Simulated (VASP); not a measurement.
Pb:

```xyz
1
Lattice="0.0000 2.4948 2.4948 2.4948 0.0000 2.4948 2.4948 2.4948 0.0000" Properties=species:S:1:pos:R:3 pbc="T T T"
Pb    0.0000    0.0000    0.0000
```

Base run:

```yaml
Program: VASP 6.6.1
Functional: PBE
Potentials_or_basis: VASP PAW PBE potentials, release 64 (Pb_d)
Cutoff: 520 eV
k_mesh: 13 × 13 × 13
Occupations: fermi-dirac, width 0.05 eV
Spin: no spin polarisation
```

Its results: band gap on the k mesh zero (band 7 reaches 14.25 eV, above the bottom of band 8 at 5.40 eV); pressure 1.2 GPa.

After a change of settings the same cell gave: band gap on the k mesh zero (band 7 reaches 14.50 eV, above the bottom of band 8 at 5.30 eV); pressure 0.1 GPa. Which change was it?
A. functional from PBE to LDA; potentials or basis from VASP PAW PBE potentials, release 64 (Pb_d) to VASP PAW LDA potentials, release 64 (Pb_d)
B. functional from PBE to r2SCAN
C. further incar settings from ALGO = Normal; EDIFF = 1e-08; NBANDS = 13 to ALGO = Normal; EDIFF = 1e-07; NBANDS = 13
D. functional from PBE to PBEsol; further incar settings from ALGO = Normal; EDIFF = 1e-08; NBANDS = 13 to ALGO = Normal; EDIFF = 1e-07; NBANDS = 13

B.

Caveats: spin-orbit coupling is left out, which moves the levels of the heavy elements; the PAW data sets were made with another functional, which shifts forces and pressure a little (some runs).
